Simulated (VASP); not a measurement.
Runs of VASP 6.6.1 on CsPbCl3. The structure is that of space group Pm-3m (No. 221), or close to it. The cells are those of the table. 

```csv
task,level,potentials or basis,cell,cutoff (eV),gap on the mesh (eV),pressure (GPa),relaxed volume (Å³/atom)
single point,LDA,"VASP PAW LDA potentials, release 64 (Pb_d, Cs_sv, Cl)","a = 5.514 Å, 5 atoms",520,2.67,(b),-
single point,revPBE,"VASP PAW PBE potentials, release 64 (Pb_d, Cs_sv, Cl)","a = 5.831 Å, 5 atoms",520,3.26,0.0,-
single point,r2SCAN,"VASP PAW PBE potentials, release 64 (Pb_d, Cs_sv, Cl)","a = 5.670 Å, 5 atoms",520,(a),0.0,-
single point,PBE,"VASP PAW PBE potentials, release 64 (Pb_d, Cs_sv, Cl)","a = 5.567 Å, 5 atoms",520,2.92,2.3,-
single point,"b88 exchange, pbe correlation","VASP PAW PBE potentials, release 64 (Pb_d, Cs_sv, Cl)","a = 5.491 Å, 5 atoms",500,2.82,3.9,-
single point,RPBE,"VASP PAW PBE potentials, release 64 (Pb_d, Cs_sv, Cl)","a = 5.855 Å, 5 atoms",520,3.30,0.0,-
single point,"b88 exchange, pbe correlation","VASP PAW PBE potentials, release 64 (Pb_d, Cs_sv, Cl)","a = 5.529 Å, 5 atoms",500,2.88,3.2,-
relaxation of cell and atoms,PBE,"VASP PAW PBE potentials, release 64 (Pb_d, Cs_sv, Cl)","relaxed from a = 5.605 Å, 5 atoms",600,3.10,0.0,37.68
relaxation of cell and atoms,LDA,"VASP PAW LDA potentials, release 64 (Pb_d, Cs_sv, Cl)","relaxed from a = 5.605 Å, 5 atoms",600,2.68,0.0,33.66
single point,"b88 exchange, pbe correlation","VASP PAW PBE potentials, release 64 (Pb_d, Cs_sv, Cl)","a = 5.679 Å, 5 atoms",500,(c),0.8,-
```

Alike in all rows: no spin polarisation; k mesh 5 × 5 × 5; smearing fermi-dirac 0.05 eV.

Question: Fill in the values left out.

Answer: (a) 3.40; (b) 0.1; (c) 3.06.

Caveats: spin-orbit coupling is left out, which moves the levels of the heavy elements; an odd mesh through Γ misses points on the zone boundary, where band edges can lie; the PAW data sets were made with another functional, which shifts forces and pressure a little (at least some runs); the cell stands under pressure (at least some runs).

A k mesh can miss the band edges, and the runs leave out spin-orbit coupling on Cs, Pb.
